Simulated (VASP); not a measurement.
# H2CO in VASP: notebook, part 3 of 3

VASP 6.6.1. Earlier steps stand in the parts before.

**5. Single point, r2SCAN+D3(BJ)**

The input, POSCAR:

```
H2CO
1.0
    7.7059940000      0.0000000000      0.0000000000
    0.0000000000      7.7059940000      0.0000000000
    0.0000000000      0.0000000000      7.7059940000
O C H
4 4 8
Direct
    0.5080201204      0.7453548497      0.3753441801
    0.3120947148      0.3838310801      0.8605638676
    0.3225930360     -0.0090059764      0.7675583448
    0.0862575289      0.6510127052      0.1740074025
    0.5659750059      0.6252275826      0.3100313860
    0.3377889991      0.5094216269      0.7907351083
    0.3515315480      0.0747859394      0.6495463142
    0.1805347889      0.7293932489      0.0980016335
    0.7662087461      0.3436805168      0.9417733780
    0.7665591227      0.4371532083      0.9647165570
    0.7704781499      0.7736834469      0.9657936406
    0.8109271821      0.7073844075      0.9037120974
    0.0798988424      0.1146510106      0.0323384628
    0.0104334366      0.1516741383      0.0851934222
    0.8994426936     -0.0538801354      0.4382692226
    0.8948748208      0.0455489584      0.4217236608
```

The input, INCAR.step1:

```
  PREC = Accurate
  ENCUT = 520
  ISMEAR = -1
  SIGMA = 0.05
  LREAL = Auto
  LASPH = True
  NELM = 80
  NBANDS = 38
  GGA = PE
  ALGO = Normal
  EDIFF = 1E-4
  LWAVE = True
  LCHARG = False
```

The input, INCAR.step2:

```
  PREC = Accurate
  ENCUT = 520
  EDIFF = 1E-6
  ISMEAR = -1
  SIGMA = 0.05
  LREAL = Auto
  LASPH = True
  NELM = 80
  ALGO = Normal
  ISIF = 2
  LWAVE = False
  LCHARG = False
  METAGGA = R2SCAN
  LMIXTAU = True
  IVDW = 12
  VDW_S6 = 1.0
  VDW_S8 = 0.78981345
  VDW_A1 = 0.49484001
  VDW_A2 = 5.73083694
  NBANDS = 38
  ISTART = 1
```

The input, KPOINTS:

```
Automatic mesh
0
Gamma
  1 1 1
```

On the command line:

```
$ cat potpaw_PBE.64/O/POTCAR potpaw_PBE.64/C/POTCAR potpaw_PBE.64/H/POTCAR > POTCAR
$ cp INCAR.step1 INCAR
$ mpirun -np 1 vasp_gam > vasp.out
$ cp INCAR.step2 INCAR
$ mpirun -np 1 vasp_gam > vasp.out
```

Wall time 93 s (1 thread of Intel Xeon 6975P-C (Granite Rapids), shared host); peak memory 0.53 GiB.

It converged, with:

| Item | Value |
| --- | --- |
| Free energy | -93.5456 eV |
| Pressure | 0.2 GPa |
| Largest force | 3.126 eV/Å |
| Dispersion energy per atom | -0.012 eV |

Forces on the atoms (eV/Å):
```
O    0.454 -0.905 -0.478
O   -0.231 -1.027  0.696
O    0.069  0.156 -0.290
O   -2.031 -1.692  1.668
C   -0.436  0.907  0.511
C    0.265  1.128 -0.692
C   -0.053 -0.272  0.199
C    1.996  1.694 -1.569
H    0.001 -0.011 -0.019
H   -0.019 -0.067  0.015
H    0.329 -0.516 -0.544
H   -0.357  0.625  0.494
H    0.314 -0.173 -0.227
H   -0.302  0.162  0.231
H   -0.049  1.130 -0.183
H    0.050 -1.139  0.192
```

Stress tensor (GPa, compression positive):
```
 0.39  0.64 -0.36
 0.64  0.13 -0.64
-0.36 -0.64  0.21
```

Levels at points of the mesh, in eV from the Fermi level:
```tsv
k point	band 22	band 23	band 24	band 25	band 26	band 27
(0.00, 0.00, 0.00)	-1.59	-1.34	-1.29	5.68	5.89	5.95
```

Caveat: the k points lie up to 0.82 Å⁻¹ apart, too coarse for converged energies, forces and pressures; the atoms stand as in a frame of molecular dynamics; the PAW data sets were made with another functional, which shifts forces and pressure a little.

**6. Single point, r2SCAN+D3(BJ)**

The input, POSCAR:

```
H2CO
1.0
    7.7059940000      0.0000000000      0.0000000000
    0.0000000000      7.7059940000      0.0000000000
    0.0000000000      0.0000000000      7.7059940000
O C H
4 4 8
Direct
    0.5021934873      0.7569302546      0.3530628236
    0.3165977030      0.3947835931      0.8563982791
    0.3305349057     -0.0094342145      0.7807818174
    0.1035557515      0.6548408940      0.1853362460
    0.5326892287      0.6288351639      0.2995460417
    0.3287051612      0.5189077490      0.7767330211
    0.3465743680      0.0776408598      0.6634835169
    0.1921750783      0.7235017312      0.0898261795
    0.7697644197      0.3942385629      0.9153394098
    0.7649240319      0.3945370318      1.0107197073
    0.7750849533      0.8063852632      0.9789781824
    0.7814436398      0.7425907677      0.9087211851
    0.0591228075      0.0925124001      0.0762782842
   -0.0328964699      0.0689463293      0.0620426125
    0.9131722656     -0.0629639732      0.3827150657
    0.9224896879      0.0215157188      0.4128474536
```

The input, INCAR.step1:

```
  ALGO = Normal
  EDIFF = 1E-4
  ENCUT = 520
  GGA = PE
  ISMEAR = -1
  LASPH = True
  LCHARG = False
  LREAL = Auto
  LWAVE = True
  NBANDS = 38
  NELM = 80
  PREC = Accurate
  SIGMA = 0.05
```

The input, INCAR.step2:

```
  ALGO = Normal
  EDIFF = 1E-6
  ENCUT = 520
  ISIF = 2
  ISMEAR = -1
  ISTART = 1
  IVDW = 12
  LASPH = True
  LCHARG = True
  LELF = True
  LMIXTAU = True
  LREAL = Auto
  LVHAR = True
  LWAVE = False
  METAGGA = R2SCAN
  NBANDS = 38
  NELM = 80
  PREC = Accurate
  SIGMA = 0.05
  VDW_A1 = 0.49484001
  VDW_A2 = 5.73083694
  VDW_S6 = 1.0
  VDW_S8 = 0.78981345
```

The input, KPOINTS:

```
k-points
0
Gamma
  1 1 1
```

Potentials or basis: VASP PAW PBE potentials, release 64 (O, C, H).

On the command line:

```
$ cat potpaw_PBE.64/O/POTCAR potpaw_PBE.64/C/POTCAR potpaw_PBE.64/H/POTCAR > POTCAR
$ cp INCAR.step1 INCAR
$ mpirun -np 1 vasp_gam > vasp.out
$ cp INCAR.step2 INCAR
$ mpirun -np 1 vasp_gam > vasp.out
```

Wall time 96 s (1 thread of Intel Xeon 6975P-C (Granite Rapids), shared host); peak memory 0.53 GiB.

Results (log left out):

```yaml
Free_energy: -93.4514 eV
Pressure: 0.9 GPa
Largest_force: 5.510 eV/Å
Dispersion_energy_per_atom: -0.012 eV
```

Forces in eV/Å, atoms in the order of the input:
```
O   -1.136  4.963  2.104
O    0.036  0.577 -0.237
O   -0.001 -0.148  0.184
O   -0.087 -0.034  0.054
C    1.229 -4.968 -2.041
C   -0.011 -0.496  0.225
C    0.034  0.040 -0.280
C   -0.048  0.036  0.007
H    0.017 -0.026 -0.214
H   -0.021  0.001  0.201
H   -0.032  0.226  0.218
H    0.009 -0.195 -0.229
H    0.051  0.024 -0.028
H   -0.022  0.023 -0.030
H   -0.209 -1.854 -0.617
H    0.189  1.829  0.681
```

Stress tensor (GPa, compression positive):
```
 0.08 -0.41 -0.18
-0.41  2.17  1.01
-0.18  1.01  0.52
```

Levels at points of the mesh, in eV from the Fermi level:
```
           k point  band 22  band 23  band 24  band 25  band 26  band 27
(0.00, 0.00, 0.00)    -1.58    -1.36    -1.31     5.53     5.73     6.08
```

Caveat: the k points lie up to 0.82 Å⁻¹ apart, too coarse for converged energies, forces and pressures; the atoms stand as in a frame of molecular dynamics; the PAW data sets were made with another functional, which shifts forces and pressure a little.

**7. The runs side by side**

```tsv
cell	pressure (GPa)	largest force (eV/Å)
as given, atomic positions A	0.0	2.57
as given, atomic positions B	0.9	4.26
as given, atomic positions C	0.4	2.83
as given, atomic positions D	0.2	3.13
as given, atomic positions E	0.9	5.51
```

Alike in all rows: task single point; level r2SCAN+D3(BJ); potentials or basis VASP PAW PBE potentials, release 64 (O, C, H); no spin polarisation; k mesh 1 × 1 × 1; cutoff (eV) 520; smearing fermi-dirac 0.05 eV.

Caveats: all runs use coarse meshes; the PAW data sets were made with another functional, which shifts forces and pressure a little; the atoms stand as in a frame of molecular dynamics (at least some runs).

Total energies depend on the potentials used, so only differences within one code and one set of settings carry meaning.
